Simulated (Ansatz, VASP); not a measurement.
## Two plane-wave programs on B

File INCAR:

```
PREC     = Accurate       # precision mode
ENCUT    = 500            # plane-wave cutoff, eV
EDIFF    = 1E-7           # SCF threshold, eV
ISMEAR   = 0              # smearing method
SIGMA    = 0.1            # smearing width, eV
LREAL    = F              # projectors in reciprocal space
LASPH    = T              # aspherical terms in the spheres
NELM     = 120            # most SCF steps
ALGO     = Normal         # electronic algorithm
ISIF     = 3              # what is computed and relaxed
LWAVE    = F              # write WAVECAR
LCHARG   = F              # write CHGCAR
GGA      = PE             # functional
IBRION   = 2              # ionic algorithm
NSW      = 90             # ionic steps
EDIFFG   = -0.04          # ionic threshold
GGA_COMPAT= F            
NELMIN   = 4
```

Contents of KPOINTS:

```
Automatic mesh
0
Gamma
  4 4 6
```

The input POSCAR:

```
B
1.0
    3.9141460933      0.0000000000      0.0000000000
    0.0000000000      4.3176314647      0.0000000000
    0.0000000000      0.0000000000      3.4597353968
B
8
Direct
    0.0000000000      0.0000000000      0.7467561186
    0.5000000000      0.5000000000      0.7532438814
    0.0000000000      0.0000000000      0.2532438814
    0.5000000000      0.5000000000      0.2467561186
    0.6350202605      0.8439184348      0.0000000000
    0.3649797395      0.1560815652      0.0000000000
    0.1350202605      0.6560815652      0.5000000000
    0.8649797395      0.3439184348      0.5000000000
```

Input for Ansatz:

```yaml
crystal:
  lattice:
    - [3.9141460933, 0.0, 0.0]
    - [0.0, 4.3176314647, 0.0]
    - [0.0, 0.0, 3.4597353968]
  atoms:
    - { symbol: B, position: [0.0, 0.0, 0.7467561186] }
    - { symbol: B, position: [0.5, 0.5, 0.7532438814] }
    - { symbol: B, position: [0.0, 0.0, 0.2532438814] }
    - { symbol: B, position: [0.5, 0.5, 0.2467561186] }
    - { symbol: B, position: [0.6350202605, 0.8439184348, 0.0] }
    - { symbol: B, position: [0.3649797395, 0.1560815652, 0.0] }
    - { symbol: B, position: [0.1350202605, 0.6560815652, 0.5] }
    - { symbol: B, position: [0.8649797395, 0.3439184348, 0.5] }
basis:
  ecutwfc: 420
kpoints:
  mp_grid: { grid: [4, 4, 6] }
hamiltonian:
  xc: pbe
scf:
  occupations: { method: gaussian, width: 0.1 }
  lower_state_search: "off"
output:
  forces: true
  stress: true
  eigenvalues: true
relax:
  adjacent_minimum: "off"
  f_tol: 0.04
  max_steps: 70
  cell: { stress_tol: 0.4 }
```

Alike in both runs: task relaxation of cell and atoms; functional PBE; k mesh 4 × 4 × 6; occupations gaussian, width 0.1 eV; no spin polarisation.

|  | VASP | Ansatz |
| --- | --- | --- |
| version | VASP 6.6.1 | Ansatz 0.2.0 |
| potentials or method | VASP PAW PBE potentials, release 64 (B), cutoff 500 eV | scalar-relativistic, plane waves, PAW |
| valence electrons in the cell | 24 | 24 |

```tsv
	VASP	Ansatz	Ansatz less VASP
gap on the k mesh at the Fermi level, each at its own relaxed structure (eV)	none	none	-
relaxed volume (Å³/atom)	7.40	7.39	-0.009
relaxed length of the cell vector where the two differ most in proportion (Å)	4.207	4.200	-0.0078
```

A gap of «none» marks a metal or a gap that the smearing closes.

The k mesh is coarse, so the values compare programs but aren't converged.
